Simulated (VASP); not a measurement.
# Pt (P6_3/mmc) in VASP: notebook

Runs on Pt. Level: r2SCAN. Tasks: relaxation of cell and atoms, single point.

All numbers are computed with VASP 6.6.1; they aren't measurements. Logs are shortened: lines on timing, memory, paths and dates and some standing lists are left out, and cuts for length are marked.

## Step 1: The cell of the first run

Symmetry: P6_3/mmc, No. 194, hexagonal system. Conventional cell: a = 2.774 Å, b = 2.774 Å, c = 4.530 Å, α = 90.00°, β = 90.00°, γ = 120.00°. Within 3.7 Å of Pt (site symmetry -6m2) lie 12 Pt at 2.77 Å.

## Step 2: Relaxation of cell and atoms, r2SCAN

Input file POSCAR:

```
Pt
1.0
    2.7740467412      0.0000000000      0.0000000000
   -1.3870233706      2.4023949491      0.0000000000
    0.0000000000      0.0000000000      4.5300183283
Pt
2
Direct
    0.3333333333      0.6666666667      0.2500000000
    0.6666666667      0.3333333333      0.7500000000
```

Input file INCAR.step1:

```
SYSTEM = Pt
PREC = Accurate ; ENCUT = 600
ISMEAR = -1 ; SIGMA = 0.1
LREAL = .False. ; LASPH = .True.
NELM = 100 ; GGA = PE
ALGO = Normal ; EDIFF = 1E-4
LWAVE = .True. ; LCHARG = .False.
```

Input file INCAR.step2:

```
SYSTEM = Pt
PREC = Accurate ; ENCUT = 600
EDIFF = 1E-6 ; ISMEAR = -1
SIGMA = 0.1 ; LREAL = .False.
LASPH = .True. ; NELM = 100
ALGO = Normal ; ISIF = 3
LWAVE = .False. ; LCHARG = .False.
METAGGA = R2SCAN ; LMIXTAU = .True.
IBRION = 2 ; NSW = 80
EDIFFG = -0.01 ; ISTART = 1
```

Input file KPOINTS:

```
regular mesh
0
Gamma
  13 13 7
  0 0 0
```

Potentials or basis: VASP PAW PBE potentials, release 64 (Pt).

Launch:

```sh
$ cat potpaw_PBE.64/Pt/POTCAR > POTCAR
$ cp INCAR.step1 INCAR
$ mpirun -np 1 vasp_std > vasp.out
$ cp INCAR.step2 INCAR
$ mpirun -np 1 vasp_std > vasp.out
```

OUTCAR:

```text
SYSTEM = Pt
   PREC = Accurate
   ENCUT = 600
   EDIFF = 1E-6
   ISMEAR = -1
   LREAL = .False.
   LASPH = .True.
   NELM = 100
   ISIF = 3
   METAGGA = R2SCAN
   IBRION = 2
   NSW = 80
   EDIFFG = -0.01
   ISTART = 1

 ion  position               nearest neighbor table
   1  0.333  0.667  0.250-   2 2.77   2 2.77   2 2.77   2 2.77   2 2.77   2 2.77
   2  0.667  0.333  0.750-   1 2.77   1 2.77   1 2.77   1 2.77   1 2.77   1 2.77

  LATTYP: Found a hexagonal cell.
 ALAT       =     2.7740467412
 C/A-ratio  =     1.6330000000

  Lattice vectors:

 A1 = (   2.7740467412,   0.0000000000,   0.0000000000)
 A2 = (  -1.3870233706,   2.4023949491,   0.0000000000)
 A3 = (   0.0000000000,   0.0000000000,   4.5300183283)

Analysis of symmetry for initial positions (statically):
=====================================================================
 Subroutine PRICEL returns:
 Original cell was already a primitive cell.

 Routine SETGRP: Setting up the symmetry group for a
 hexagonal supercell.

 Subroutine GETGRP returns: Found 24 space group operations
 (whereof 12 operations were pure point group operations)
 out of a pool of 24 trial point group operations.

The static configuration has the point symmetry D_3d.
 The point group associated with its full space group is D_6h.

Analysis of symmetry for dynamics (positions and initial velocities):
=====================================================================
 Subroutine PRICEL returns:
 Original cell was already a primitive cell.

 Routine SETGRP: Setting up the symmetry group for a
 hexagonal supercell.

 Subroutine GETGRP returns: Found 24 space group operations
 (whereof 12 operations were pure point group operations)
 out of a pool of 24 trial point group operations.

The dynamic configuration has the point symmetry D_3d.
 The point group associated with its full space group is D_6h.

 Subroutine INISYM returns: Found 24 space group operations
 (whereof 12 operations are pure point group operations),
 and found     1 'primitive' translations

----------------------------------------------------------------------------------------

                                     Primitive cell

  volume of cell :      30.1897

  direct lattice vectors                    reciprocal lattice vectors
     2.774046741  0.000000000  0.000000000     0.360484193  0.208125646  0.000000000
    -1.387023371  2.402394949  0.000000000     0.000000000  0.416251291  0.000000000
     0.000000000  0.000000000  4.530018328     0.000000000  0.000000000  0.220749659

  length of vectors
     2.774046741  2.774046741  4.530018328     0.416251291  0.416251291  0.220749659

  position of ions in fractional coordinates (direct lattice)
     0.333333333  0.666666667  0.250000000
     0.666666667  0.333333333  0.750000000

  ion indices of the primitive-cell ions
   primitive index   ion index
                 1           1
                 2           2

----------------------------------------------------------------------------------------

 KPOINTS: regular mesh

Automatic generation of k-mesh.
 Grid dimensions read from file:
 generate k-points for:   13   13    7

 Generating k-lattice:

  Cartesian coordinates                     Fractional coordinates (reciprocal lattice)
     0.027729553  0.016009665  0.000000000     0.076923077 -0.000000000  0.000000000
     0.000000000  0.032019330  0.000000000     0.000000000  0.076923077  0.000000000
     0.000000000  0.000000000  0.031535666     0.000000000  0.000000000  0.142857143

  Length of vectors
     0.032019330  0.032019330  0.031535666

  Shift w.r.t. Gamma in fractional coordinates (k-lattice)
     0.000000000  0.000000000  0.000000000

 Subroutine IBZKPT returns following result:
 ===========================================

 Found     84 irreducible k-points:

 Following reciprocal coordinates:
            Coordinates               Weight
  0.000000  0.000000  0.000000      1.000000
  0.076923  0.000000  0.000000      6.000000
  0.153846  0.000000  0.000000      6.000000
  0.230769  0.000000  0.000000      6.000000
  0.307692  0.000000  0.000000      6.000000
  0.384615  0.000000  0.000000      6.000000
[... 16 lines left out ...]
  0.076923  0.000000  0.142857     12.000000
  0.153846  0.000000  0.142857     12.000000
 [... further k-points ...]
   k-points           NKPTS =     84   k-points in BZ     NKDIM =     84   number of bands    NBANDS=     14
   number of dos      NEDOS =    301   number of ions     NIONS =      2
   total plane-waves  NPLWV =  20736
   dimension x,y,z NGX =    24 NGY =   24 NGZ =   36
   dimension x,y,z NGXF=    48 NGYF=   48 NGZF=   72
   ions per type =               2
   NGX,Y,Z   is equivalent  to a cutoff of  14.38, 14.38, 13.21 a.u.
   NGXF,Y,Z  is equivalent  to a cutoff of  28.77, 28.77, 26.42 a.u.
 SYSTEM =  Pt
   PREC   = accura    normal or accurate (medium, high low for compatibility)
   ISTART =      1    job   : 0-new  1-cont  2-samecut
   ICHARG =      0    charge: 1-file 2-atom 10-const
   ISPIN  =      1    spin polarized calculation?
   LNONCOLLINEAR =      F non collinear calculations
   LSORBIT =      F    spin-orbit coupling
   LASPH  =      T    aspherical Exc in radial PAW
   ENCUT  =  600.0 eV  44.10 Ry    6.64 a.u.   5.54  5.54  9.05*2*pi/ulx,y,z
   NELM   =    100;   NELMIN=  2; NELMDL=  0     # of ELM steps
   EDIFF  = 0.1E-05   stopping-criterion for ELM
   LREAL  =      F    real-space projection
   EDIFFG = -.1E-01   stopping-criterion for IOM
   NSW    =     80    number of steps for IOM
   IBRION =      2    ionic relax: 0-MD 1-quasi-New 2-CG
   NFREE  =      1    steps in history (QN), initial steepest desc. (CG)
   ISIF   =      3    stress and relaxation
   ISYM   =      2    0-nonsym 1-usesym 2-fastsym
   POTIM  = 0.5000    time-step for ionic-motion
   TEBEG  =    0.0;   TEEND  =   0.0 temperature during run
   PSTRESS=    0.0 pullay stress
   NELECT =      20.0000    total number of electrons
   NUPDOWN=      -1.0000    fix difference up-down
   EMIN   =  10.00;   EMAX   =-10.00  energy-range for DOS
   EFERMI =   0.00;   METHOD = LEGACY
   ISMEAR =    -1;   SIGMA  =   0.10  broadening in eV -4-tet -1-fermi 0-gaus
   EFERMI_NEDOS =   21; number of points for ismear=-14 and -15
   IALGO  =     38    algorithm
   IMIX   =      4    mixing-type and parameters
     AMIX     =   0.40;   BMIX     =  1.00
     AMIX_MAG =   1.60;   BMIX_MAG =  1.00
  volume/ion in A,a.u.               =      15.09       101.86
  Fermi-wavevector in a.u.,A,eV,Ry     =   1.427136  2.696897 27.711231  2.036718
  Thomas-Fermi vector in A             =   2.547338
   LORBIT       =      0    0 simple, 1 ext, 2 COOP (PROOUT), +10 PAW based schemes
   METAGGA = R2SCAN    functional components
   LHFCALC =     F    Hartree Fock is set to
   AEXX    =    0.0000 exact exchange contribution
   IVDW    =     0    specifies the selected vdW correction
   LEPSILON=     F    determine dielectric tensor
   LRPA    =     F    only Hartree local field effects (RPA)
 conjugate gradient relaxation of ions
 non-spin polarized calculation
  energy-cutoff  :      600.00
  volume of cell :       30.19
 maximum number of plane-waves:      1032
 NGX is ok and might be reduce to    24
   NGX = 11   NGY = 11   NGZ = 19

--------------------------------------- Ionic step        1  -------------------------------------------

 number of electron      20.0000002 magnetization

 Free energy of the ion-electron system (eV)
  ---------------------------------------------------
  ext. energy  EPLUGINS =         0.00000000
  ---------------------------------------------------
  free energy    TOTEN  =      -102.87752764 eV

  energy without entropy =     -102.75876475  energy(sigma->0) =     -102.81814619

------------------------ aborting loop because EDIFF is reached ----------------------------------------

  FORCE on cell =-STRESS in cart. coord.  units (eV):
  Direction    XX          YY          ZZ          XY          YZ          ZX
  --------------------------------------------------------------------------------------
  -------------------------------------------------------------------------------------
  Total        0.6463650      0.6463650      2.4109588      0.0000000      0.0000000      0.0000000
  in kB       34.3028561     34.3028561    127.9505697      0.0000000      0.0000000      0.0000000
  external PRESSURE =      65.5187607 kB  Pullay stress =       0.0000000 kB
[... 23 lines left out ...]
--------------------------------------- Ionic step        2  -------------------------------------------

 number of electron      19.9999999 magnetization

 E-fermi :   9.3850     XC(G=0): -14.0067

 val. band max:        9.3782007928   @ k =   0.4615   0.0000   0.0000
 cond. band min:       9.3920991473   @ k =   0.3846   0.1538   0.0000
 fundamental gap:      0.0138983545
 Fermi energy:         9.3849916145

 k-point     1 :       0.0000    0.0000    0.0000
  band No.  band energies     occupation
      1      -0.1004      2.00000
      2       2.5953      2.00000
      3       5.7301      2.00000
      4       6.0921      2.00000
      5       6.0921      2.00000
      6       6.4664      2.00000
      7       6.4664      2.00000
      8       7.4702      2.00000
      9       7.4702      2.00000
     10       9.1087      1.88125
     11       9.1087      1.88125
     12       9.1809      1.77000
     13      14.2895      0.00000
     14      25.4017      0.00000
[... 377 lines left out ...]
      1       0.8808      2.00000
      2       3.2756      2.00000
      3       5.4571      2.00000
      4       5.8785      2.00000
      5       6.0506      2.00000
      6       6.6054      2.00000
      7       6.6736      2.00000
      8       6.9578      2.00000
      9       7.3633      2.00000
     10       7.4478      2.00000
     11       9.1716      1.78823
     12      11.2087      0.00000
     13      15.7930      0.00000
     14      25.1148      0.00000

 [... further k-points ...]

------------------------ aborting loop because EDIFF is reached ----------------------------------------

  FORCE on cell =-STRESS in cart. coord.  units (eV):
  Direction    XX          YY          ZZ          XY          YZ          ZX
  --------------------------------------------------------------------------------------
  -------------------------------------------------------------------------------------
  Total       -3.2208110     -3.2208110     -2.4243768      0.0000000      0.0000000      0.0000000
  in kB     -156.6139115   -156.6139115   -117.8868083      0.0000000      0.0000000      0.0000000
  external PRESSURE =    -143.7048771 kB  Pullay stress =       0.0000000 kB
[... 53 lines left out ...]
  FREE ENERGIE OF THE ION-ELECTRON SYSTEM (eV)
  ---------------------------------------------------
  free  energy   TOTEN  =      -102.9048185755 eV

  energy  without entropy=     -102.7853898540  energy(sigma->0) =     -102.84510421

[... ionic steps 4 to 7 ...]

--------------------------------------- Ionic step        8  -------------------------------------------

 number of electron      20.0000004 magnetization

------------------------ aborting loop because EDIFF is reached ----------------------------------------
[... 67 lines left out ...]
--------------------------------------- Ionic step       10  -------------------------------------------

 number of electron      20.0000004 magnetization

 Free energy of the ion-electron system (eV)
  ---------------------------------------------------
  ext. energy  EPLUGINS =         0.00000000
  ---------------------------------------------------
  free energy    TOTEN  =      -102.92825705 eV

  energy without entropy =     -102.82678091  energy(sigma->0) =     -102.87751898

 E-fermi :  10.5279     XC(G=0): -14.4503

 val. band max:       10.5065186726   @ k =   0.3846   0.2308   0.4286
 cond. band min:      10.5282497948   @ k =   0.3846   0.0000   0.2857
 fundamental gap:      0.0217311221
 Fermi energy:        10.5278874200

 k-point     1 :       0.0000    0.0000    0.0000
  band No.  band energies     occupation
      1       0.3353      2.00000
      2       3.0270      2.00000
      3       6.3402      2.00000
      4       6.8605      2.00000
      5       6.8605      2.00000
      6       7.2510      2.00000
      7       7.2510      2.00000
      8       8.5279      2.00000
      9       8.5279      2.00000
     10       9.9030      1.99614
     11      10.2339      1.89956
     12      10.2339      1.89956
     13      15.6272      0.00000
     14      26.5459      0.00000
[... 377 lines left out ...]
      1       1.3846      2.00000
      2       3.7815      2.00000
      3       6.1355      2.00000
      4       6.5870      2.00000
      5       6.7748      2.00000
      6       7.4148      2.00000
      7       7.4686      2.00000
      8       7.8240      2.00000
      9       8.3630      2.00000
     10       8.3858      2.00000
     11      10.2920      1.82721
     12      12.3693      0.00000
     13      17.0836      0.00000
     14      26.7201      0.00000

 [... further k-points ...]

------------------------ aborting loop because EDIFF is reached ----------------------------------------

  FORCE on cell =-STRESS in cart. coord.  units (eV):
  Direction    XX          YY          ZZ          XY          YZ          ZX
  --------------------------------------------------------------------------------------
  -------------------------------------------------------------------------------------
  Total        0.0151338      0.0151338     -0.0188417      0.0000000      0.0000000      0.0000000
  in kB        0.7841802      0.7841802     -0.9763090      0.0000000      0.0000000      0.0000000
  external PRESSURE =       0.1973505 kB  Pullay stress =       0.0000000 kB
[... 17 lines left out ...]
  FREE ENERGIE OF THE ION-ELECTRON SYSTEM (eV)
  ---------------------------------------------------
  free  energy   TOTEN  =      -102.9282570451 eV

  energy  without entropy=     -102.8267809146  energy(sigma->0) =     -102.87751898

 reached required accuracy - stopping structural energy minimisation
```

It took 5.1 min on 1 thread of Intel Xeon 6975P-C (Granite Rapids), shared host; peak memory 0.19 GiB.

What came out:

```yaml
Free_energy: -102.9283 eV
Relaxed_volume: 15.46 Å³/atom
Relaxed_cell: a = 2.742 Å, b = 2.742 Å, c = 4.749 Å, α = 90.00°, β = 90.00°, γ = 120.00°
Space_group_after_relaxing_to_0.05_Å: P6_3/mmc (No. 194)
Energy_gained_by_relaxing: 25.4 meV/atom
Ionic_steps: 10
Pressure_after_relaxing: 0.0 GPa
Band_gap_on_the_k_mesh: zero (band 10 reaches 10.96 eV, above the bottom of band 11 at 9.69 eV)
```

The path:
```csv
step,energy change (eV),largest force (eV/Å),pressure (GPa),volume (Å³)
1,0.0000,0.0000,6.55,30.19
2,0.0524,0.0000,-14.37,32.95
3,-0.0273,0.0000,-2.37,31.16
4,-0.0505,0.0000,-0.44,30.96
5,-0.0507,0.0000,-0.19,30.94
6,-0.0507,0.0000,-0.11,30.94
7,-0.0507,0.0000,0.24,30.89
8,-0.0507,0.0000,0.14,30.91
9,-0.0507,0.0000,0.00,30.92
10,-0.0507,0.0000,0.02,30.92
```

Final structure:
```cif
data_structure
_symmetry_space_group_name_H-M 'P 1'
_symmetry_Int_Tables_number 1
_cell_length_a 2.7420
_cell_length_b 2.7420
_cell_length_c 4.7488
_cell_angle_alpha 90.000
_cell_angle_beta 90.000
_cell_angle_gamma 120.000
_cell_volume 30.92
loop_
_atom_site_label
_atom_site_type_symbol
_atom_site_fract_x
_atom_site_fract_y
_atom_site_fract_z
_atom_site_occupancy
Pt1 Pt 0.33333 0.66667 0.25000 1
Pt2 Pt 0.66667 0.33333 0.75000 1
```

Levels at points of the mesh, in eV from the Fermi level:
```csv
k point,band 6,band 7,band 8,band 9,band 10,band 11,band 12,band 13,band 14
"(0.00, 0.00, 0.00)",-3.28,-3.28,-2.00,-2.00,-0.62,-0.29,-0.29,5.10,16.02
```

Caveat: the PAW data sets were made with another functional, which shifts forces and pressure a little; spin-orbit coupling is left out, which moves the levels of the heavy elements.

(Part 1 of 2 ends here.)
